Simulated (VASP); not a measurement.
The system is MoS2.

```
Mo S
1.0
     1.58550    0.91539    6.11500
    -1.58550    0.91539    6.11500
     0.00000   -1.83078    6.11500
Mo S
1 2
Direct
  0.00000 0.00000 0.00000
  0.75000 0.75000 0.75000
  0.25000 0.25000 0.25000
```

| Quantity | Value |
| --- | --- |
| Program | VASP 6.6.1 |
| Task | relaxation of cell and atoms |
| Functional | PBE |
| Dispersion | D3(BJ) |
| Potentials or basis | VASP PAW PBE potentials, release 64 (Mo_sv, S) |
| Cutoff | 600 eV |
| k mesh | 6 × 6 × 6 |
| Occupations | gaussian, width 0.1 eV |
| Spin | no spin polarisation |

At the start: pressure 3.9 GPa; volume 17.75 Å³/atom.

Problem. Where does the relaxation end?

Solution. Over 13 steps the energy falls by 22.3 meV/atom and the volume is 16.98 Å³/atom (-4.3 %); space group R-3m (No. 166, to 0.05 Å).

The path:
```csv
step,energy change (eV),largest force (eV/Å),pressure (GPa),volume (Å³)
1,0.0000,0.9364,3.87,53.25
2,0.0557,0.8430,-8.68,56.62
3,-0.0330,0.2018,-1.36,54.48
4,-0.0330,0.2154,-1.30,54.46
5,-0.0450,0.1723,-0.89,53.74
6,-0.0525,0.0848,-0.05,52.49
7,-0.0526,0.0941,-0.14,52.61
8,-0.0565,0.1031,0.03,52.28
9,-0.0642,0.1288,0.70,51.31
10,-0.0544,0.1417,2.57,49.36
11,-0.0649,0.1641,1.21,50.85
12,-0.0666,0.0606,0.46,50.91
13,-0.0669,0.0115,-0.05,50.95
```

Final structure:
```
Mo S
1.0
     1.56879    0.90574    5.97580
    -1.56879    0.90574    5.97580
     0.00000   -1.81148    5.97580
Mo S
1 2
Cartesian
  0.0000 0.0000 0.0000
  0.0000 0.0000 13.5503
  0.0000 0.0000 4.3771
```

Caveat: the k points lie up to 0.39 Å⁻¹ apart in the final cell; pairwise dispersion overbinds metals, which lowers pressure and volume; the relaxation stopped at a loose force limit of 0.05 eV/Å, so its end isn't a converged minimum.
